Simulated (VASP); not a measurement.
Write the native input for VASP 6.6.1 that does the following.

* Task: single point
* Functional: r2SCAN
* Potentials or basis: VASP PAW PBE potentials, release 64 (Rh_pv)
* Cutoff: 520 eV
* k mesh: 22 × 22 × 22
* Occupations: gaussian, width 0.15 eV
* Spin: no spin polarisation
* Dipole correction: no
* Further INCAR settings: ALGO = Normal; EDIFF = 1e-06; NBANDS = 14

The system is Rh.

```
Rh
1.0
     0.00000    1.99663    1.85401
     1.99663    0.00000    1.85401
     1.99663    1.99663    0.00000
Rh
1
Cartesian
  0.0000 0.0000 0.0000
```

This cell differs from its parent crystal: strain +0.050 along x and y, -0.025 along z.

One way to write it, as run:

POSCAR

```
Rh
1.0
    0.0000000000      1.9966275000      1.8540112500
    1.9966275000      0.0000000000      1.8540112500
    1.9966275000      1.9966275000      0.0000000000
Rh
1
Direct
    0.0000000000      0.0000000000      0.0000000000
```

INCAR.step1

```
PREC = Accurate ; ENCUT = 520
ISMEAR = 0 ; SIGMA = 0.15
LREAL = False ; LASPH = True
NELM = 80 ; NBANDS = 14
GGA = PE ; ALGO = Normal
EDIFF = 1E-4 ; LWAVE = True
LCHARG = False
```

INCAR.step2

```
PREC = Accurate ; ENCUT = 520
EDIFF = 1E-6 ; ISMEAR = 0
SIGMA = 0.15 ; LREAL = False
LASPH = True ; NELM = 80
ALGO = Normal ; ISIF = 2
LWAVE = False ; LCHARG = True
METAGGA = R2SCAN ; LMIXTAU = True
LELF = True ; LVHAR = True
NBANDS = 14 ; ISTART = 1
```

KPOINTS

```
Automatic mesh
0
Gamma
  22 22 22
```

Potentials or basis: VASP PAW PBE potentials, release 64 (Rh_pv).

Run with:

```sh
$ cat potpaw_PBE.64/Rh_pv/POTCAR > POTCAR
$ cp INCAR.step1 INCAR
$ mpirun -np 1 vasp_std > vasp.out
$ cp INCAR.step2 INCAR
$ mpirun -np 1 vasp_std > vasp.out
```

It gave:

The pressure is -15.8 GPa. The band gap on the k mesh is zero (an odd number of electrons rules out a gap without spin polarisation).

Caveat: the cell differs from its parent crystal (strain +0.050 along x and y, -0.025 along z); the cell stands under tension; an empty level that is flat over the whole mesh can mark a ghost state of the potentials, or a narrow d or f band; the PAW data sets were made with another functional, which shifts forces and pressure a little.

It took 12 min on 1 thread of Intel Xeon 8259CL, on a shared host, peak memory 0.27 GiB.
